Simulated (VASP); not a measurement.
Wanted: the native input for a VASP 6.6.1 run.

```
Task                   : single point
Functional             : PBE
Potentials or basis    : VASP PAW PBE potentials, release 64 (Al, In_d, As)
Cutoff                 : 520 eV
k mesh                 : 6 × 6 × 6
Occupations            : gaussian, width 0.1 eV
Spin                   : no spin polarisation
Dipole correction      : no
Further INCAR settings : ALGO = Normal; EDIFF = 1e-06; NBANDS = 26
```

The structure of Al2InAs3 lies in POSCAR:

```
Al2InAs3
1.0
   -2.0753395239      2.0753395239      8.8125293145
    2.0753395239     -2.0753395239      8.8125293145
    2.0753395239      2.0753395239     -8.8125293145
Al In As
2 1 3
Direct
    0.6706586408      0.6706586408      0.0000000000
    0.3293413592      0.3293413592      0.0000000000
    0.0000000000      0.0000000000      0.0000000000
    0.4073136433      0.9073136433      0.5000000000
    0.0926863567      0.5926863567      0.5000000000
    0.7500000000      0.2500000000      0.5000000000
```

These files were run (other wordings do the same):

INCAR

```
ALGO     = Normal         # electronic algorithm
EDIFF    = 1E-6           # SCF threshold, eV
ENCUT    = 520            # plane-wave cutoff, eV
GGA      = PE             # functional
ISIF     = 2              # what is computed and relaxed
ISMEAR   = 0              # smearing method
LASPH    = T              # aspherical terms in the spheres
LCHARG   = F              # write CHGCAR
LREAL    = F              # projectors in reciprocal space
LWAVE    = F              # write WAVECAR
NBANDS   = 26             # bands
NELM     = 100            # most SCF steps
PREC     = Accurate       # precision mode
SIGMA    = 0.1            # smearing width, eV
```

KPOINTS

```
k-points
0
Gamma
  6 6 6
```

Potentials or basis: VASP PAW PBE potentials, release 64 (Al, In_d, As).

The run is started by

```console
$ cat potpaw_PBE.64/Al/POTCAR potpaw_PBE.64/In_d/POTCAR potpaw_PBE.64/As/POTCAR > POTCAR
$ mpirun -np 1 vasp_std > vasp.out
```

It gave:

The pressure is 0.2 GPa. The largest force is 0.004 eV/Å. The band gap on the k mesh is 0.86 eV, direct.

Caveat: spin-orbit coupling is left out, which moves the levels of the heavy elements.

It took 9.8 min on 1 thread of AMD EPYC 7R13 Processor (Zen 3) (shared host), peak memory 0.7 GiB.
